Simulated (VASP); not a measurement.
# Zn (P-1) in VASP: a series of runs, part 2 of 2

VASP 6.6.1. Earlier steps stand in the parts before.

## 3. Single point, B3LYP

Input file POSCAR:

```
Zn
1.0
   -1.5935815700      1.7766151400      1.7460215800
    1.5039206500     -1.5066388000      1.3863843100
    1.5441115400      1.4571687700     -1.4760452300
Zn
1
Direct
    0.0000000000      0.0000000000      0.0000000000
```

Input file INCAR.step1:

```
SYSTEM = Zn
PREC = Accurate
ENCUT = 520
EDIFF = 1E-5
ISMEAR = -1
SIGMA = 0.05
LREAL = .False.
LASPH = .True.
NELM = 60
ALGO = Normal
ISIF = 2
LWAVE = .True.
LCHARG = .False.
NBANDS = 12
GGA = PE
```

Input file INCAR.step2:

```
SYSTEM = Zn
PREC = Accurate
ENCUT = 520
EDIFF = 1E-6
ISMEAR = -1
SIGMA = 0.05
LREAL = .False.
LASPH = .True.
NELM = 60
ALGO = Normal
ISIF = 2
LWAVE = .False.
LCHARG = .False.
GGA = B3
LHFCALC = .True.
AEXX = 0.2
AGGAX = 0.72
AGGAC = 0.81
ALDAC = 0.19
PRECFOCK = Normal
NBANDS = 12
ISTART = 1
```

Input file KPOINTS:

```
regular mesh
0
Gamma
  6 6 6
  0 0 0
```

Potentials or basis: VASP PAW PBE potentials, release 64 (Zn).

Run with:

```bash
> cat potpaw_PBE.64/Zn/POTCAR > POTCAR
> cp INCAR.step1 INCAR
> mpirun -np 1 vasp_std > vasp.out
> cp INCAR.step2 INCAR
> mpirun -np 1 vasp_std > vasp.out
```

OUTCAR:

```text
SYSTEM = Zn
   PREC = Accurate
   ENCUT = 520
   EDIFF = 1E-6
   ISMEAR = -1
   LREAL = .False.
   LASPH = .True.
   NELM = 60
   ISIF = 2
   GGA = B3
   LHFCALC = .True.
   AEXX = 0.2
   PRECFOCK = Normal
   ISTART = 1

 ion  position               nearest neighbor table
   1  0.000  0.000  0.000-

  LATTYP: Found a triclinic cell.
 ALAT       =     2.5857940353
 B/A-ratio  =     1.5935497353
 C/A-ratio  =     2.0554494821
 COS(alpha) =     0.0013194646
 COS(beta)  =     0.5250372924
 COS(gamma) =     0.8076867179

  Lattice vectors:

 A1 = (  -1.5441115400,  -1.4571687700,   1.4760452300)
 A2 = (  -0.0401908900,  -2.9638075700,   2.8624295400)
 A3 = (  -4.6416137600,   1.8260851700,   1.8356825000)

Analysis of symmetry for initial positions (statically):
=====================================================================
 Subroutine PRICEL returns:
 Original cell was already a primitive cell.

 Routine SETGRP: Setting up the symmetry group for a
 triclinic supercell.

 Subroutine GETGRP returns: Found  2 space group operations
 (whereof  2 operations were pure point group operations)
 out of a pool of  2 trial point group operations.

The static configuration has the point symmetry S_2 .

Analysis of symmetry for dynamics (positions and initial velocities):
=====================================================================
 Subroutine PRICEL returns:
 Original cell was already a primitive cell.

 Routine SETGRP: Setting up the symmetry group for a
 triclinic supercell.

 Subroutine GETGRP returns: Found  2 space group operations
 (whereof  2 operations were pure point group operations)
 out of a pool of  2 trial point group operations.

The dynamic configuration has the point symmetry S_2 .

 Subroutine INISYM returns: Found  2 space group operations
 (whereof  2 operations are pure point group operations),
[... 126 lines left out ...]
   AEXX    =    0.2000 exact exchange contribution
   HFSCREEN=    0.0000 screening length (either q_TF or 0.3 A-1)
   HFSCREENC=   0.0000 screening length for correlation (either q_TF or 0.3 A-1)
   ENCUTFOCK=  -1.0 apply spherical cutoff to Coloumb kernel
   IVDW    =     0    specifies the selected vdW correction
   LEPSILON=     F    determine dielectric tensor
   LRPA    =     F    only Hartree local field effects (RPA)
 non-spin polarized calculation
  energy-cutoff  :      520.00
  volume of cell :       15.31
 maximum number of plane-waves:       422
 NGX is ok and might be reduce to    24
  NGX = 18; NGY = 16; NGZ = 16

 number of electron      11.9999996 magnetization

 Free energy of the ion-electron system (eV)
  ---------------------------------------------------
  ext. energy  EPLUGINS =         0.00000000
  ---------------------------------------------------
  free energy    TOTEN  =        -0.51271007 eV

  energy without entropy =       -0.51203618  energy(sigma->0) =       -0.51237313

 E-fermi :   3.3663     XC(G=0):  -9.1879

 val. band max:        3.0525397121   @ k =  -0.1667   0.1667   0.5000
 cond. band min:       3.3664240805   @ k =   0.3333   0.3333   0.3333
 fundamental gap:      0.3138843684
 Fermi energy:         3.3662748859

 k-point     1 :       0.0000    0.0000    0.0000
  band No.  band energies     occupation
      1      -8.4287      2.00000
      2      -7.0364      2.00000
      3      -6.8944      2.00000
      4      -6.4705      2.00000
      5      -6.2118      2.00000
      6      -6.1774      2.00000
      7      18.7314      0.00000
      8      22.6107      0.00000
      9      23.5505      0.00000
     10      23.9720      0.00000
     11      26.1141      0.00000
     12      26.6164      0.00000
[... 331 lines left out ...]
 k-point    24 :       0.5000    0.0000    0.1667
  band No.  band energies     occupation
      1      -7.2813      2.00000
      2      -7.0033      2.00000
      3      -6.3968      2.00000
      4      -6.2088      2.00000
      5      -6.0862      2.00000
      6      -2.1472      2.00000
      7       3.7491      0.00095
      8      12.2376      0.00000
      9      18.6863      0.00000
     10      25.3228      0.00000
     11      29.1044      0.00000
     12      30.2457      0.00000

 [... further k-points ...]

------------------------ aborting loop because EDIFF is reached ----------------------------------------

  FORCE on cell =-STRESS in cart. coord.  units (eV):
  Direction    XX          YY          ZZ          XY          YZ          ZX
  --------------------------------------------------------------------------------------
  -------------------------------------------------------------------------------------
  Total        0.7666218      0.5422260      0.6086314     -0.0558901     -0.0102363     -0.0442990
  in kB       80.2218446     56.7403254     63.6892050     -5.8485209     -1.0711633     -4.6355899
  external PRESSURE =      66.8837916 kB  Pullay stress =       0.0000000 kB

 VOLUME and BASIS-vectors are now :
 -----------------------------------------------------------------------------
  energy-cutoff  :      520.00
  volume of cell :       15.31
      direct lattice vectors                 reciprocal lattice vectors
    -1.593581570  1.776615140  1.746021580     0.013302410  0.284803858  0.295077469
     1.503920650 -1.506638800  1.386384310     0.337447958 -0.022458176  0.330838055
     1.544111540  1.457168770 -1.476045230     0.332685502  0.315801988 -0.017695720

 POSITION                                       TOTAL-FORCE (eV/Angst)
 -----------------------------------------------------------------------------------
      0.00000      0.00000      0.00000         0.000000      0.000000      0.000000
 -----------------------------------------------------------------------------------
    total drift:                                0.000000     -0.000000     -0.000000

  FREE ENERGIE OF THE ION-ELECTRON SYSTEM (eV)
  ---------------------------------------------------
  free  energy   TOTEN  =        -0.5127100662 eV

  energy  without entropy=       -0.5120361839  energy(sigma->0) =       -0.51237313
```

OSZICAR.step1:

```text
N       E                     dE             d eps       ncg     rms          rms(c)
DAV:   1     0.428460122487E+02    0.42846E+02   -0.66097E+03  2748   0.158E+03
DAV:   2     0.188484274893E+00   -0.42658E+02   -0.40036E+02  2780   0.213E+02
DAV:   3    -0.113803199376E+01   -0.13265E+01   -0.13245E+01  3116   0.372E+01
DAV:   4    -0.114148772625E+01   -0.34557E-02   -0.34556E-02  2964   0.187E+00
DAV:   5    -0.114149029192E+01   -0.25657E-05   -0.25654E-05  2984   0.492E-02    0.280E+00
DAV:   6    -0.105018605415E+01    0.91304E-01   -0.47683E-01  3236   0.139E+01    0.210E+00
DAV:   7    -0.104526903809E+01    0.49170E-02   -0.91548E-03  2824   0.185E+00    0.106E+00
DAV:   8    -0.104308566249E+01    0.21834E-02   -0.11819E-03  3536   0.521E-01    0.356E-02
DAV:   9    -0.104309405734E+01   -0.83948E-05   -0.83562E-05  3648   0.130E-01
   1 F= -.10430941E+01 E0= -.10417681E+01  d E =-.265190E-02
```

It took 1.8 h on 1 thread of Oxide Virtual Turin-like, shared host; peak memory 0.11 GiB.

Results:

```
Free energy            : -0.5127 eV
Pressure               : 6.7 GPa
Band gap on the k mesh : zero (bands 6 and 7 overlap by 7.52 eV)
```

Stress tensor (GPa, compression positive):
```
 8.02 -0.58 -0.46
-0.58  5.67 -0.11
-0.46 -0.11  6.37
```

Levels at points of the mesh, in eV from the Fermi level:
```tsv
k point	band 4	band 5	band 6	band 7	band 8	band 9
(0.00, 0.00, 0.00)	-9.84	-9.58	-9.54	15.37	19.24	20.18
(0.50, 0.00, 0.00)	-9.48	-9.38	-4.02	-3.67	14.63	16.00
(0.00, 0.50, 0.00)	-9.58	-9.19	-2.62	0.34	9.11	13.53
(0.50, 0.50, 0.00)	-9.58	-9.29	-3.26	-1.57	11.88	15.62
(0.00, 0.00, 0.50)	-9.57	-9.23	-2.97	-1.03	9.64	14.03
(0.50, 0.00, 0.50)	-9.53	-9.30	-3.24	-1.60	10.88	15.12
(0.00, 0.50, 0.50)	-9.69	-9.05	-2.26	1.07	10.82	14.37
(0.50, 0.50, 0.50)	-9.31	-9.07	3.86	5.54	6.08	8.25
```

Caveat: the k points lie up to 0.47 Å⁻¹ apart, too coarse for converged energies and pressures of a metal; the PAW data sets were made with another functional, which shifts forces and pressure a little.

The gap in the log of VASP goes by the Fermi energy; the results here count the filled bands.